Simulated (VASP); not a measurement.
Here is a VASP 6.6.1 calculation.

INCAR

```
SYSTEM = PtSe2
PREC     = Accurate       ! precision mode
ENCUT    = 520            ! plane-wave cutoff, eV
EDIFF    = 1E-8           ! SCF threshold, eV
ISMEAR   = -1             ! smearing method
SIGMA    = 0.05           ! smearing width, eV
LREAL    = .FALSE.        ! projectors in reciprocal space
LASPH    = .TRUE.         ! aspherical terms in the spheres
NELM     = 100            ! most SCF steps
ALGO     = Normal         ! electronic algorithm
ISIF     = 2              ! what is computed and relaxed
LWAVE    = .FALSE.        ! write WAVECAR
LCHARG   = .FALSE.        ! write CHGCAR
GGA      = PS             ! functional
LEFG     = .TRUE.       
NBANDS   = 18             ! bands
```

The input KPOINTS:

```
Automatic mesh
0
G
  14 14 9
  0 0 0
```

POSCAR

```
PtSe2
1.0
    3.7278000000      0.0000000000      0.0000000000
   -1.8639000000      3.2283695002      0.0000000000
    0.0000000000      0.0000000000      5.0313000000
Pt Se
1 2
Direct
    0.0000000000      0.0000000000      0.0000000000
    0.3333333333      0.6666666667      0.2602149854
    0.6666666667      0.3333333333      0.7397850146
```

Potentials or basis: VASP PAW PBE potentials, release 64 (Pt, Se).

Command:

```sh
$ cat potpaw_PBE.64/Pt/POTCAR potpaw_PBE.64/Se/POTCAR > POTCAR
$ mpirun -np 1 vasp_std > vasp.out
```

What does it give for the pressure?

-0.7 GPa.

Predict the band gap on the k mesh.

zero (bands 11 and 12 overlap by 0.66 eV).

Forces on the atoms (eV/Å):
```
Pt   0.000  0.000  0.000
Se   0.000  0.000 -0.215
Se   0.000  0.000  0.215
```

Caveat: without QUAD_EFG the Cq values of the log hold for a quadrupole moment of 1 mb, not for the nuclei; the PAW data sets were made with another functional, which shifts forces and pressure a little; spin-orbit coupling is left out, which moves the levels of the heavy elements.
